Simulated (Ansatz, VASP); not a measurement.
# InP: VASP beside Ansatz

```
In P
1.0
     0.00000    2.84545    2.84545
     2.84545    0.00000    2.84545
     2.84545    2.84545    0.00000
In P
1 1
Cartesian
  0.0000 0.0000 0.0000
  2.8455 2.8455 2.8455
```

Change from the starting cell: volume scaled by 0.99.

Alike in both runs: task single point; functional LDA; k mesh 11 × 11 × 11; occupations fermi-dirac, width 0.05 eV; no spin polarisation.

```csv
,VASP,Ansatz
version,VASP 6.6.1,Ansatz 0.2.0
potentials or method,"VASP PAW LDA potentials, release 64 (In_d, P), cutoff 520 eV","all-electron LAPW, scalar-relativistic"
```

```tsv
	VASP	Ansatz	Ansatz less VASP
pressure (GPa)	-9.3	-9.3	0.00
```

LDA's correlation is that of Perdew and Zunger in VASP and of Perdew and Wang (1992) in Ansatz. Ansatz ran all-electron here, and VASP with PAW potentials.
